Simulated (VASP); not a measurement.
A run of VASP 6.6.1 is set up as follows.

POSCAR

```
WS2
1.0
    3.1540974956      0.0000000029      0.0000000000
   -1.5770487503      2.7315285558      0.0000000000
    0.0000000000      0.0000000000     12.1405496618
W S
2 4
Direct
    0.3333333333      0.6666666667      0.2500000000
    0.6666666667      0.3333333333      0.7500000000
    0.3333333333      0.6666666667      0.6202943474
    0.6666666667      0.3333333333      0.1202943474
    0.3333333333      0.6666666667      0.8797056526
    0.6666666667      0.3333333333      0.3797056526
```

The input INCAR.step1:

```
PREC = Accurate
ENCUT = 520
ISMEAR = 0
SIGMA = 0.02
LREAL = F
LASPH = T
NELM = 60
NBANDS = 35
GGA = PE
ALGO = Normal
EDIFF = 1E-4
LWAVE = T
LCHARG = F
```

File INCAR.step2:

```
PREC = Accurate
ENCUT = 520
EDIFF = 1E-6
ISMEAR = 0
SIGMA = 0.02
LREAL = F
LASPH = T
NELM = 60
ALGO = Normal
ISIF = 2
LWAVE = F
LCHARG = F
METAGGA = R2SCAN
LMIXTAU = T
NBANDS = 35
ISTART = 1
```

The input KPOINTS:

```
Automatic mesh
0
Gamma
  12 12 4
```

Potentials or basis: VASP PAW PBE potentials, release 64 (W_sv, S).

The run is started by

```console
$ cat potpaw_PBE.64/W_sv/POTCAR potpaw_PBE.64/S/POTCAR > POTCAR
$ cp INCAR.step1 INCAR
$ mpirun -np 1 vasp_std > vasp.out
$ cp INCAR.step2 INCAR
$ mpirun -np 1 vasp_std > vasp.out
```

(1) Estimate the band gap on the k mesh.

(2) What does it give for the largest force?

(3) What does it give for the pressure?

Results:

(1) 1.01 eV, indirect (least direct gap 1.96 eV).

(2) 0.263 eV/Å.

(3) 2.4 GPa.

Caveat: the PAW data sets were made with another functional, which shifts forces and pressure a little; spin-orbit coupling is left out, which moves the levels of the heavy elements.
